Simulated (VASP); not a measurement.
# BN (Fmm2) in VASP: notebook

Runs on BN. Level: PBEsol. Tasks: single point.

All numbers are computed with VASP 6.6.1; they aren't measurements. Logs are shortened: lines on timing, memory, paths and dates and some standing lists are left out, and cuts for length are marked.

## Step 1: The cell of the first run

The structure is orthorhombic, space group Fmm2 (No. 42). The conventional cell has a = 2.503 Å, b = 6.991 Å, c = 4.332 Å, α = 90.00°, β = 90.00°, γ = 90.00°. B (site symmetry mm2) has 3 N at 1.44 Å within 1.9 Å. N (site symmetry mm2) has 3 B at 1.44 Å within 1.9 Å.

## Step 2: Single point, PBEsol

Contents of INCAR:

```
  PREC = Accurate
  ENCUT = 520
  EDIFF = 1E-6
  ISMEAR = 0
  SIGMA = 0.05
  LREAL = F
  LASPH = T
  NELM = 60
  ALGO = Normal
  ISIF = 2
  LWAVE = F
  LCHARG = F
  GGA = PS
  NBANDS = 11
```

Contents of KPOINTS:

```
regular mesh
0
Gamma
  12 12 12
```

Contents of POSCAR:

```
BN
1.0
    0.0000000000      3.4953158300      2.1660912400
    1.2516321000      0.0000000000      2.1660912400
    1.2516321000      3.4953158300      0.0000000000
B N
1 1
Direct
    0.0000486500      0.0000486500      0.9999513500
    0.6666513400      0.6666513400      0.3333486600
```

Potentials or basis: VASP PAW PBE potentials, release 64 (B, N).

Run with:

```console
cat potpaw_PBE.64/B/POTCAR potpaw_PBE.64/N/POTCAR > POTCAR
mpirun -np 1 vasp_std > vasp.out
```

OUTCAR:

```text
PREC = Accurate
   ENCUT = 520
   EDIFF = 1E-6
   ISMEAR = 0
   LREAL = F
   LASPH = T
   NELM = 60
   ISIF = 2
   GGA = PS

 ion  position               nearest neighbor table
   1  0.000  0.000  1.000-   2 1.44   2 1.44   2 1.44
   2  0.667  0.667  0.333-   1 1.44   1 1.44   1 1.44

  LATTYP: Found a face centered orthorhombic cell.
 ALAT       =     2.5032642000
 B/A-ratio  =     1.7306133647
 C/A-ratio  =     2.7926064137

  Lattice vectors:

 A1 = (   0.0000000000,   3.4953158300,   2.1660912400)
 A2 = (  -1.2516321000,   3.4953158300,   0.0000000000)
 A3 = (  -1.2516321000,   0.0000000000,   2.1660912400)

Analysis of symmetry for initial positions (statically):
=====================================================================
 Subroutine PRICEL returns:
 Original cell was already a primitive cell.

 Routine SETGRP: Setting up the symmetry group for a
 face centered orthorhombic supercell.

 Subroutine GETGRP returns: Found  4 space group operations
 (whereof  4 operations were pure point group operations)
 out of a pool of  8 trial point group operations.

The static configuration has the point symmetry C_2v.

Analysis of symmetry for dynamics (positions and initial velocities):
=====================================================================
 Subroutine PRICEL returns:
 Original cell was already a primitive cell.

 Routine SETGRP: Setting up the symmetry group for a
 face centered orthorhombic supercell.

 Subroutine GETGRP returns: Found  4 space group operations
 (whereof  4 operations were pure point group operations)
 out of a pool of  8 trial point group operations.

The dynamic configuration has the point symmetry C_2v.

 Subroutine INISYM returns: Found  4 space group operations
 (whereof  4 operations are pure point group operations),
 and found     1 'primitive' translations

----------------------------------------------------------------------------------------

                                     Primitive cell

  volume of cell :      18.9526

  direct lattice vectors                    reciprocal lattice vectors
     0.000000000  3.495315830  2.166091240    -0.399478409  0.143048590  0.230830535
     1.251632100  0.000000000  2.166091240     0.399478409 -0.143048590  0.230830535
     1.251632100  3.495315830  0.000000000     0.399478409  0.143048590 -0.230830535

  length of vectors
     4.112077822  2.501706252  3.712656147     0.483041027  0.483041027  0.483041027

  position of ions in fractional coordinates (direct lattice)
     0.000048650  0.000048650  0.999951350
[... 81 lines left out ...]
   NSW    =      0    number of steps for IOM
   IBRION =     -1    ionic relax: 0-MD 1-quasi-New 2-CG
   NFREE  =      0    steps in history (QN), initial steepest desc. (CG)
   ISIF   =      2    stress and relaxation
   ISYM   =      2    0-nonsym 1-usesym 2-fastsym
   POTIM  = 0.5000    time-step for ionic-motion
   TEBEG  =    0.0;   TEEND  =   0.0 temperature during run
   PSTRESS=    0.0 pullay stress
   NELECT =       8.0000    total number of electrons
   NUPDOWN=      -1.0000    fix difference up-down
   EMIN   =  10.00;   EMAX   =-10.00  energy-range for DOS
   EFERMI =   0.00;   METHOD = LEGACY
   ISMEAR =     0;   SIGMA  =   0.05  broadening in eV -4-tet -1-fermi 0-gaus
   EFERMI_NEDOS =   21; number of points for ismear=-14 and -15
   IALGO  =     38    algorithm
   IMIX   =      4    mixing-type and parameters
     AMIX     =   0.40;   BMIX     =  1.00
     AMIX_MAG =   1.60;   BMIX_MAG =  1.00
  volume/ion in A,a.u.               =       9.48        63.95
  Fermi-wavevector in a.u.,A,eV,Ry     =   1.228047  2.320672 20.518928  1.508099
  Thomas-Fermi vector in A             =   2.362987
   LORBIT       =      0    0 simple, 1 ext, 2 COOP (PROOUT), +10 PAW based schemes
   GGA     = PS    functional components
   LHFCALC =     F    Hartree Fock is set to
   AEXX    =    0.0000 exact exchange contribution
   IVDW    =     0    specifies the selected vdW correction
   LEPSILON=     F    determine dielectric tensor
   LRPA    =     F    only Hartree local field effects (RPA)
 non-spin polarized calculation
 Gauss-broadening in eV      SIGMA  =   0.05
  energy-cutoff  :      520.00
  volume of cell :       18.95
 maximum number of plane-waves:       529
   NGX = 15   NGY =  9   NGZ = 13

 number of electron       8.0000000 magnetization

 Free energy of the ion-electron system (eV)
  ---------------------------------------------------
  ext. energy  EPLUGINS =         0.00000000
  ---------------------------------------------------
  free energy    TOTEN  =       -18.28329439 eV

  energy without entropy =      -18.28329439  energy(sigma->0) =      -18.28329439

 E-fermi :   2.2103     XC(G=0):  -9.9639

 val. band max:        1.8998750606   @ k =   0.5000  -0.3333   0.1667
 cond. band min:       5.6362586189   @ k =   0.0000   0.5000   0.5000
 fundamental gap:      3.7363835583
 Fermi energy:         2.2102568409

 k-point     1 :       0.0000    0.0000    0.0000
  band No.  band energies     occupation
      1     -15.9310      2.00000
      2      -2.6122      2.00000
      3       0.5022      2.00000
      4       0.5094      2.00000
      5       6.5678      0.00000
      6      13.3657      0.00000
      7      13.4267      0.00000
      8      14.8411      0.00000
      9      16.3069      0.00000
     10      27.2598      0.00000
     11      28.4717      0.00000
[... 309 lines left out ...]
 k-point    24 :      -0.4167    0.1667    0.0000
  band No.  band energies     occupation
      1     -12.4628      2.00000
      2      -6.7913      2.00000
      3      -3.6762      2.00000
      4       1.2459      2.00000
      5       6.5532      0.00000
      6      13.3082      0.00000
      7      15.1472      0.00000
      8      16.8261      0.00000
      9      20.0919      0.00000
     10      22.3562      0.00000
     11      24.0703      0.00000

 [... further k-points ...]
[... 5 lines left out ...]
  --------------------------------------------------------------------------------------
  -------------------------------------------------------------------------------------
  Total        0.1461333      0.0093735      0.1508355      0.0000000      0.0000000      0.0000000
  in kB       12.3535004      0.7923996     12.7509982      0.0000000      0.0000000      0.0000000
  external PRESSURE =       8.6322994 kB  Pullay stress =       0.0000000 kB

 VOLUME and BASIS-vectors are now :
 -----------------------------------------------------------------------------
  energy-cutoff  :      520.00
  volume of cell :       18.95
      direct lattice vectors                 reciprocal lattice vectors
     0.000000000  3.495315830  2.166091240    -0.399478409  0.143048590  0.230830535
     1.251632100  0.000000000  2.166091240     0.399478409 -0.143048590  0.230830535
     1.251632100  3.495315830  0.000000000     0.399478409  0.143048590 -0.230830535

 POSITION                                       TOTAL-FORCE (eV/Angst)
 -----------------------------------------------------------------------------------
      1.25163      3.49532      0.00021         0.000000      0.000000      0.010078
      1.25163      3.49532      2.88806         0.000000      0.000000     -0.010078
 -----------------------------------------------------------------------------------
    total drift:                                0.000006     -0.000011     -0.000054

  FREE ENERGIE OF THE ION-ELECTRON SYSTEM (eV)
  ---------------------------------------------------
  free  energy   TOTEN  =       -18.2832943934 eV

  energy  without entropy=      -18.2832943934  energy(sigma->0) =      -18.28329439
```

OSZICAR:

```text
N       E                     dE             d eps       ncg     rms          rms(c)
DAV:   1     0.132931989212E+02    0.13293E+02   -0.45346E+03  6256   0.677E+02
DAV:   2    -0.192067991997E+02   -0.32500E+02   -0.31090E+02  7309   0.159E+02
DAV:   3    -0.200359128935E+02   -0.82911E+00   -0.82783E+00  7456   0.236E+01
DAV:   4    -0.200386201046E+02   -0.27072E-02   -0.27071E-02  6801   0.151E+00
DAV:   5    -0.200386322772E+02   -0.12173E-04   -0.12173E-04  7522   0.896E-02    0.783E+00
DAV:   6    -0.184903048925E+02    0.15483E+01   -0.49224E+00  6998   0.122E+01    0.363E+00
DAV:   7    -0.183268692375E+02    0.16344E+00   -0.23716E-01  7135   0.356E+00    0.219E+00
DAV:   8    -0.182826989665E+02    0.44170E-01   -0.11489E-01  7216   0.204E+00    0.239E-01
DAV:   9    -0.182828922682E+02   -0.19330E-03   -0.26680E-03  6763   0.409E-01    0.133E-01
DAV:  10    -0.182832670008E+02   -0.37473E-03   -0.50046E-04  6974   0.155E-01    0.237E-02
DAV:  11    -0.182832947590E+02   -0.27758E-04   -0.50203E-05  7293   0.456E-02    0.206E-02
DAV:  12    -0.182832943934E+02    0.36565E-06   -0.99708E-06  6934   0.204E-02
   1 F= -.18283294E+02 E0= -.18283294E+02  d E =-.690471E-21
```

stdout:

```text
POSCAR found type information on POSCAR B N
 POSCAR found :  2 types and       2 ions
 scaLAPACK will be used
 -----------------------------------------------------------------------------
|                                                                             |
|                                                                             |
|     You enforced a specific xc type in the INCAR file but a different       |
|     I HOPE YOU KNOW WHAT YOU ARE DOING!                                     |
|                                                                             |
 -----------------------------------------------------------------------------

 LDA part: xc-table for (Slater+PW92), standard interpolation
 POSCAR, INCAR and KPOINTS ok, starting setup
 FFT: planning ... GRIDC
 FFT: planning ... GRID_SOFT
 FFT: planning ... GRID
 WAVECAR not read
 entering main loop
```

Run time: 41 s. Hardware: 1 thread of Intel Xeon 6975P-C (Granite Rapids), shared host; peak memory 0.18 GiB.

Results:

* Free energy: -18.2833 eV
* Pressure: 0.9 GPa
* Largest force: 0.010 eV/Å
* Band gap on the k mesh: 3.74 eV, indirect (least direct gap 4.49 eV)

Forces in eV/Å, atoms in the order of the input:
```
B    0.000  0.000  0.010
N    0.000  0.000 -0.010
```

Stress tensor (GPa, compression positive):
```
1.24 0.00 0.00
0.00 0.08 0.00
0.00 0.00 1.28
```

Caveat: the PAW data sets were made with another functional, which shifts forces and pressure a little.

## Step 3: Single point, PBEsol

Contents of INCAR:

```
SYSTEM = BN
ALGO = Normal ; EDIFF = 1E-6
ENCUT = 520 ; GGA = PS
ISIF = 2 ; ISMEAR = 0
LASPH = .True. ; LCHARG = .False.
LREAL = .False. ; LWAVE = .False.
NBANDS = 11 ; NELM = 80
PREC = Accurate ; SIGMA = 0.05
```

Contents of KPOINTS:

```
k-points
0
Gamma
  12 12 12
  0 0 0
```

POSCAR is that of step 2.

Potentials or basis: VASP PAW PBE potentials, release 64 (B, N).

Run with:

```console
cat potpaw_PBE.64/B/POTCAR potpaw_PBE.64/N/POTCAR > POTCAR
mpirun -np 1 vasp_std > vasp.out
```

OUTCAR:

```text
SYSTEM = BN
   EDIFF = 1E-6
   ENCUT = 520
   GGA = PS
   ISIF = 2
   ISMEAR = 0
   LASPH = .True.
   LREAL = .False.
   NELM = 80
   PREC = Accurate

 ion  position               nearest neighbor table
   1  0.000  0.000  1.000-   2 1.44   2 1.44   2 1.44
   2  0.667  0.667  0.333-   1 1.44   1 1.44   1 1.44

  LATTYP: Found a face centered orthorhombic cell.
 ALAT       =     2.5032642000
 B/A-ratio  =     1.7306133647
 C/A-ratio  =     2.7926064137

  Lattice vectors:

 A1 = (   0.0000000000,   3.4953158300,   2.1660912400)
 A2 = (  -1.2516321000,   3.4953158300,   0.0000000000)
 A3 = (  -1.2516321000,   0.0000000000,   2.1660912400)

Analysis of symmetry for initial positions (statically):
=====================================================================
 Subroutine PRICEL returns:
 Original cell was already a primitive cell.

 Routine SETGRP: Setting up the symmetry group for a
 face centered orthorhombic supercell.

 Subroutine GETGRP returns: Found  4 space group operations
 (whereof  4 operations were pure point group operations)
 out of a pool of  8 trial point group operations.

The static configuration has the point symmetry C_2v.
[... 164 lines left out ...]
 cond. band min:       5.6362586189   @ k =   0.0000   0.5000   0.5000
 fundamental gap:      3.7363835583
 Fermi energy:         2.2102568409

 k-point     1 :       0.0000    0.0000    0.0000
  band No.  band energies     occupation
      1     -15.9310      2.00000
      2      -2.6122      2.00000
      3       0.5022      2.00000
      4       0.5094      2.00000
      5       6.5678      0.00000
      6      13.3657      0.00000
      7      13.4267      0.00000
      8      14.8411      0.00000
      9      16.3069      0.00000
     10      27.2598      0.00000
     11      28.4717      0.00000
[... 309 lines left out ...]
 k-point    24 :      -0.4167    0.1667    0.0000
  band No.  band energies     occupation
      1     -12.4628      2.00000
      2      -6.7913      2.00000
      3      -3.6762      2.00000
      4       1.2459      2.00000
      5       6.5532      0.00000
      6      13.3082      0.00000
      7      15.1472      0.00000
      8      16.8261      0.00000
      9      20.0919      0.00000
     10      22.3562      0.00000
     11      24.0703      0.00000

 [... further k-points ...]
[... 5 lines left out ...]
  --------------------------------------------------------------------------------------
  -------------------------------------------------------------------------------------
  Total        0.1461333      0.0093735      0.1508355      0.0000000      0.0000000      0.0000000
  in kB       12.3535004      0.7923996     12.7509982      0.0000000      0.0000000      0.0000000
  external PRESSURE =       8.6322994 kB  Pullay stress =       0.0000000 kB

 VOLUME and BASIS-vectors are now :
 -----------------------------------------------------------------------------
  energy-cutoff  :      520.00
  volume of cell :       18.95
      direct lattice vectors                 reciprocal lattice vectors
     0.000000000  3.495315830  2.166091240    -0.399478409  0.143048590  0.230830535
     1.251632100  0.000000000  2.166091240     0.399478409 -0.143048590  0.230830535
     1.251632100  3.495315830  0.000000000     0.399478409  0.143048590 -0.230830535

 POSITION                                       TOTAL-FORCE (eV/Angst)
 -----------------------------------------------------------------------------------
      1.25163      3.49532      0.00021         0.000000      0.000000      0.010078
      1.25163      3.49532      2.88806         0.000000      0.000000     -0.010078
 -----------------------------------------------------------------------------------
    total drift:                                0.000006     -0.000011     -0.000054

  FREE ENERGIE OF THE ION-ELECTRON SYSTEM (eV)
  ---------------------------------------------------
  free  energy   TOTEN  =       -18.2832943934 eV

  energy  without entropy=      -18.2832943934  energy(sigma->0) =      -18.28329439
```

OSZICAR:

```text
N       E                     dE             d eps       ncg     rms          rms(c)
DAV:   1     0.132931989212E+02    0.13293E+02   -0.45346E+03  6256   0.677E+02
DAV:   2    -0.192067991997E+02   -0.32500E+02   -0.31090E+02  7309   0.159E+02
DAV:   3    -0.200359128935E+02   -0.82911E+00   -0.82783E+00  7456   0.236E+01
DAV:   4    -0.200386201046E+02   -0.27072E-02   -0.27071E-02  6801   0.151E+00
DAV:   5    -0.200386322772E+02   -0.12173E-04   -0.12173E-04  7522   0.896E-02    0.783E+00
DAV:   6    -0.184903048925E+02    0.15483E+01   -0.49224E+00  6998   0.122E+01    0.363E+00
DAV:   7    -0.183268692375E+02    0.16344E+00   -0.23716E-01  7135   0.356E+00    0.219E+00
DAV:   8    -0.182826989665E+02    0.44170E-01   -0.11489E-01  7216   0.204E+00    0.239E-01
DAV:   9    -0.182828922682E+02   -0.19330E-03   -0.26680E-03  6763   0.409E-01    0.133E-01
DAV:  10    -0.182832670008E+02   -0.37473E-03   -0.50046E-04  6974   0.155E-01    0.237E-02
DAV:  11    -0.182832947590E+02   -0.27758E-04   -0.50203E-05  7293   0.456E-02    0.206E-02
DAV:  12    -0.182832943934E+02    0.36565E-06   -0.99708E-06  6934   0.204E-02
   1 F= -.18283294E+02 E0= -.18283294E+02  d E =-.690471E-21
```

It took 44 s on 1 thread of Intel Xeon 6975P-C (Granite Rapids), shared host; peak memory 0.18 GiB.

What came out:

```
Free energy            : -18.2833 eV
Pressure               : 0.9 GPa
Largest force          : 0.010 eV/Å
Band gap on the k mesh : 3.74 eV, indirect (least direct gap 4.49 eV)
```

Forces on the atoms (eV/Å):
```
B    0.000  0.000  0.010
N    0.000  0.000 -0.010
```

Levels at points of the mesh, in eV from the valence-band top:
```
           k point  band 1  band 2  band 3  band 4  band 5  band 6  band 7  band 8
(0.00, 0.00, 0.00)  -17.83   -4.51   -1.40   -1.39    4.67   11.47   11.53   12.94
(0.50, 0.00, 0.00)  -14.61   -9.01   -4.21   -1.03    4.54    9.75   13.13   15.44
(0.50, 0.50, 0.00)  -14.66   -9.10   -4.21   -0.52    5.72    9.32   12.01   13.56
(0.50, 0.00, 0.50)  -17.63   -6.19   -1.41   -1.39    9.43   11.42   11.49   11.88
(0.00, 0.50, 0.50)  -14.55   -8.91   -4.25   -1.48    3.74    9.83   14.31   18.38
```

Caveat: the PAW data sets were made with another functional, which shifts forces and pressure a little. A hybrid or GW would open this gap; PBEsol tends to underestimate it.
